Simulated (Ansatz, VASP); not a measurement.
**V in VASP and in Ansatz**

```
V
1.0
    -1.46365    1.46365    1.46365
     1.46365   -1.46365    1.46365
     1.46365    1.46365   -1.46365
V
1
Cartesian
  0.0000 0.0000 0.0000
```

Alike in both runs: task single point; functional LDA; k mesh 15 × 15 × 15; occupations methfessel-paxton of order 1, width 1 eV; no spin polarisation.

|  | VASP | Ansatz |
| --- | --- | --- |
| version | VASP 6.6.1 | Ansatz 0.2.0 |
| potentials or method | VASP PAW LDA potentials, release 64 (V_sv), cutoff 520 eV | plane waves (420 eV) with PAW, scalar-relativistic |
| valence electrons in the cell | 13 | 13 |

Ansatz gave:

```
pressure (GPa) : -0.3
```

**Question.** Which values does VASP return?

**Answer.** Pressure (GPa): 0.2.

Ansatz warns that its potentials were made for another functional, while VASP's fit it. LDA's correlation is that of Perdew and Zunger in VASP and of Perdew and Wang (1992) in Ansatz.
